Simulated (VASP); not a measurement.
# Cu2H4Pb in VASP: single point with PBEsol

Aim: the single point of Cu2H4Pb with PBEsol.

Everything below comes from runs of VASP 6.6.1. Logs are shortened: lines on timing, memory, paths and dates and some standing lists are left out, and cuts for length are marked.

## 1. The cell of the first run

The typed cell holds 7 atoms: a = 5.616 Å, b = 4.646 Å, c = 4.444 Å, α = 90.00°, β = 113.31°, γ = 130.56°.

## 2. Single point, PBEsol

Input file INCAR:

```
ALGO = Normal
EDIFF = 1E-6
ENCUT = 520
GGA = PS
ISIF = 2
ISMEAR = -1
LASPH = True
LCHARG = True
LELF = True
LREAL = False
LVHAR = True
LWAVE = False
NBANDS = 29
NELM = 60
PREC = Accurate
SIGMA = 0.05
```

Input file KPOINTS:

```
k-points
0
Gamma
  6 6 6
```

Input file POSCAR:

```
Cu2H4Pb
1.0
   -3.7033591300      3.2817003981      2.6551980890
    3.2553672382     -2.8566680272      1.6821207457
    3.1290622372      2.2839694711     -2.1767722889
Cu H Pb
2 4 1
Direct
    0.6717500788      0.1927261842      0.2786787632
    0.3276835753      0.7991454508      0.6066688820
    0.0711748585      0.3087477267      0.5316443329
    0.9282491963      0.6831248319      0.4601480901
    0.3585284055      0.7451167466      0.2569209352
    0.6409235249      0.2467704409     -0.1019059486
   -0.0003076294     -0.0041234371     -0.0579129782
```

Potentials or basis: VASP PAW PBE potentials, release 64 (Cu, H, Pb_d).

Run with:

```bash
cat potpaw_PBE.64/Cu/POTCAR potpaw_PBE.64/H/POTCAR potpaw_PBE.64/Pb_d/POTCAR > POTCAR
mpirun -np 1 vasp_std > vasp.out
```

OUTCAR:

```text
EDIFF = 1E-6
   ENCUT = 520
   GGA = PS
   ISIF = 2
   ISMEAR = -1
   LASPH = True
   LREAL = False
   NELM = 60
   PREC = Accurate

 ion  position               nearest neighbor table
   1  0.672  0.193  0.279-   5 1.59   4 1.65   6 1.67   3 1.74   2 2.43   2 2.61   2 2.61   7 2.89
                             7 3.29   7 3.29
   2  0.328  0.799  0.607-   6 1.59   3 1.65   5 1.67   4 1.74   1 2.43   1 2.61   1 2.61   7 2.89
                             7 3.29   7 3.29
   3  0.071  0.309  0.532-   2 1.65   1 1.74   7 2.33
   4  0.928  0.683  0.460-   1 1.65   2 1.74   7 2.33
   5  0.359  0.745  0.257-   1 1.59   2 1.67
   6  0.641  0.247  0.898-   2 1.59   1 1.67
   7  1.000  0.996  0.942-   4 2.33   3 2.33   1 2.89   2 2.89   2 3.29   1 3.29   2 3.29   1 3.29

  LATTYP: Found a base centered monoclinic cell.
 ALAT       =    18.1233750342
 B/A-ratio  =     0.2451880050
 C/A-ratio  =     0.2563669758
 COS(beta)  =    -0.9156556699

  Lattice vectors:

 A1 = (  -3.8296641310,   8.4223378964,  -1.2036949456)
 A2 = (  -6.9587263682,   6.1383684253,   0.9730773433)
 A3 = (   3.2553672382,  -2.8566680272,   1.6821207457)

Analysis of symmetry for initial positions (statically):
=====================================================================
 Subroutine PRICEL returns:
 Original cell was already a primitive cell.

 Routine SETGRP: Setting up the symmetry group for a
 base centered monoclinic supercell.

 Subroutine GETGRP returns: Found  1 space group operations
 (whereof  1 operations were pure point group operations)
 out of a pool of  4 trial point group operations.

The static configuration has the point symmetry C_1 .

Analysis of symmetry for dynamics (positions and initial velocities):
=====================================================================
 Subroutine PRICEL returns:
 Original cell was already a primitive cell.

 Routine SETGRP: Setting up the symmetry group for a
 base centered monoclinic supercell.

 Subroutine GETGRP returns: Found  1 space group operations
 (whereof  1 operations were pure point group operations)
 out of a pool of  4 trial point group operations.

The dynamic configuration has the point symmetry C_1 .

 Subroutine INISYM returns: Found  1 space group operations
 (whereof  1 operations are pure point group operations),
 and found     1 'primitive' translations

----------------------------------------------------------------------------------------

                                     Primitive cell
[... 100 lines left out ...]
   NELM   =     60;   NELMIN=  2; NELMDL= -5     # of ELM steps
   EDIFF  = 0.1E-05   stopping-criterion for ELM
   LREAL  =      F    real-space projection
   EDIFFG = 0.1E-04   stopping-criterion for IOM
   NSW    =      0    number of steps for IOM
   IBRION =     -1    ionic relax: 0-MD 1-quasi-New 2-CG
   NFREE  =      0    steps in history (QN), initial steepest desc. (CG)
   ISIF   =      2    stress and relaxation
   ISYM   =      2    0-nonsym 1-usesym 2-fastsym
   POTIM  = 0.5000    time-step for ionic-motion
   TEBEG  =    0.0;   TEEND  =   0.0 temperature during run
   PSTRESS=    0.0 pullay stress
   NELECT =      40.0000    total number of electrons
   NUPDOWN=      -1.0000    fix difference up-down
   EMIN   =  10.00;   EMAX   =-10.00  energy-range for DOS
   EFERMI =   0.00;   METHOD = LEGACY
   ISMEAR =    -1;   SIGMA  =   0.05  broadening in eV -4-tet -1-fermi 0-gaus
   EFERMI_NEDOS =   21; number of points for ismear=-14 and -15
   IALGO  =     38    algorithm
   IMIX   =      4    mixing-type and parameters
     AMIX     =   0.40;   BMIX     =  1.00
     AMIX_MAG =   1.60;   BMIX_MAG =  1.00
  volume/ion in A,a.u.               =      10.74        72.50
  Fermi-wavevector in a.u.,A,eV,Ry     =   1.326426  2.506582 23.938178  1.759406
  Thomas-Fermi vector in A             =   2.455814
   LORBIT       =      0    0 simple, 1 ext, 2 COOP (PROOUT), +10 PAW based schemes
   GGA     = PS    functional components
   LHFCALC =     F    Hartree Fock is set to
   AEXX    =    0.0000 exact exchange contribution
   IVDW    =     0    specifies the selected vdW correction
   LEPSILON=     F    determine dielectric tensor
   LRPA    =     F    only Hartree local field effects (RPA)
 non-spin polarized calculation
  energy-cutoff  :      520.00
  volume of cell :       75.20
 maximum number of plane-waves:      2040
 NGX is ok and might be reduce to    42
   NGX = 21   NGY = 17   NGZ = 17

 number of electron      40.0000000 magnetization

 Free energy of the ion-electron system (eV)
  ---------------------------------------------------
  ext. energy  EPLUGINS =         0.00000000
  ---------------------------------------------------
  free energy    TOTEN  =       -24.39693823 eV

  energy without entropy =      -24.38975317  energy(sigma->0) =      -24.39334570

 E-fermi :   5.1029     XC(G=0): -10.5847

 val. band max:        5.0916939322   @ k =   0.1667   0.1667   0.0000
 cond. band min:       5.1173478776   @ k =  -0.3333  -0.3333   0.3333
 fundamental gap:      0.0256539454
 Fermi energy:         5.1028526610

 k-point     1 :       0.0000    0.0000    0.0000
  band No.  band energies     occupation
      1     -12.0875      2.00000
      2     -12.0782      2.00000
      3     -12.0613      2.00000
      4     -12.0501      2.00000
      5     -12.0193      2.00000
      6      -6.1894      2.00000
[... 757 lines left out ...]
     28      14.5546      0.00000
     29      15.2475      0.00000

 [... further k-points ...]
[... 5 lines left out ...]
  --------------------------------------------------------------------------------------
  -------------------------------------------------------------------------------------
  Total        0.0123712      0.0066499      0.0788896      0.0244116      0.0285806      0.0247148
  in kB        0.2635641      0.1416735      1.6807180      0.5200817      0.6089004      0.5265406
  external PRESSURE =       0.6953186 kB  Pullay stress =       0.0000000 kB

 VOLUME and BASIS-vectors are now :
 -----------------------------------------------------------------------------
  energy-cutoff  :      520.00
  volume of cell :       75.20
      direct lattice vectors                 reciprocal lattice vectors
    -3.703359130  3.281700398  2.655198089     0.031599845  0.164217551  0.217728679
     3.255367238 -2.856668027  1.682120746     0.175630022 -0.003283254  0.249019350
     3.129062237  2.283969471 -2.176772289     0.174264784  0.197773236 -0.001381226

 POSITION                                       TOTAL-FORCE (eV/Angst)
 -----------------------------------------------------------------------------------
     -0.98833      2.29042      1.50120         0.001494     -0.000861     -0.008534
      3.28629      0.17808      0.89374         0.004884      0.005771      0.003569
      2.40505      0.56584     -0.44893        -0.012003      0.023374     -0.013769
      0.22601      2.14574      2.61215         0.026684     -0.012803      0.003691
      1.90179     -0.36517      1.64608        -0.019949     -0.004980     -0.012122
      1.23995      3.44960      0.16193         0.005122     -0.005873      0.022670
      2.48757      2.58750      2.27886        -0.006232     -0.004628      0.004494
 -----------------------------------------------------------------------------------
    total drift:                               -0.000411      0.000079     -0.000429

  FREE ENERGIE OF THE ION-ELECTRON SYSTEM (eV)
  ---------------------------------------------------
  free  energy   TOTEN  =       -24.3969382325 eV

  energy  without entropy=      -24.3897531695  energy(sigma->0) =      -24.39334570
```

stdout:

```text
POSCAR found type information on POSCAR CuH Pb
 POSCAR found :  3 types and       7 ions
 scaLAPACK will be used
 -----------------------------------------------------------------------------
|                                                                             |
|                                                                             |
|     You enforced a specific xc type in the INCAR file but a different       |
[... 26 lines left out ...]
 -----------------------------------------------------------------------------

 LDA part: xc-table for (Slater+PW92), standard interpolation
 POSCAR, INCAR and KPOINTS ok, starting setup
 FFT: planning ... GRIDC
 FFT: planning ... GRID_SOFT
 FFT: planning ... GRID
 WAVECAR not read
 entering main loop
```

Run time: 3.4 min. Hardware: 1 thread of Intel Xeon Platinum 8488C (Sapphire Rapids), shared host; peak memory 0.38 GiB.

What came out:

| Quantity | Value |
| --- | --- |
| Free energy | -24.3969 eV |
| Pressure | 0.1 GPa |
| Largest force | 0.030 eV/Å |
| Band gap on the k mesh | zero (bands 20 and 21 overlap by 1.95 eV) |

Forces in eV/Å, atoms in the order of the input:
```
Cu   0.001 -0.001 -0.009
Cu   0.005  0.006  0.004
H   -0.012  0.023 -0.014
H    0.027 -0.013  0.004
H   -0.020 -0.005 -0.012
H    0.005 -0.006  0.023
Pb  -0.006 -0.005  0.004
```

Stress tensor (GPa, compression positive):
```
0.03 0.05 0.05
0.05 0.01 0.06
0.05 0.06 0.17
```

Levels at points of the mesh, in eV from the Fermi level:
```tsv
k point	band 17	band 18	band 19	band 20	band 21	band 22	band 23	band 24
(0.00, 0.00, 0.00)	-2.81	-2.60	-0.90	0.31	1.68	2.12	3.76	4.67
(0.50, 0.00, 0.00)	-2.70	-2.53	-2.02	-1.20	1.06	2.61	3.12	4.65
(0.00, 0.50, 0.00)	-2.70	-2.31	-1.93	-0.97	-0.76	1.36	1.67	5.73
(0.50, 0.50, 0.00)	-2.97	-0.97	-0.62	0.94	1.70	1.77	3.87	4.70
(0.00, 0.00, 0.50)	-2.76	-2.46	-2.31	-0.45	0.82	2.08	2.35	3.78
(0.50, 0.00, 0.50)	-2.76	-2.46	-2.31	-0.45	0.82	2.08	2.35	3.78
(0.00, 0.50, 0.50)	-2.85	-2.60	-2.44	-1.83	0.49	3.26	3.91	5.36
(0.50, 0.50, 0.50)	-2.85	-2.60	-2.44	-1.83	0.49	3.26	3.91	5.36
```

Caveat: the PAW data sets were made with another functional, which shifts forces and pressure a little; spin-orbit coupling is left out, which moves the levels of the heavy elements.
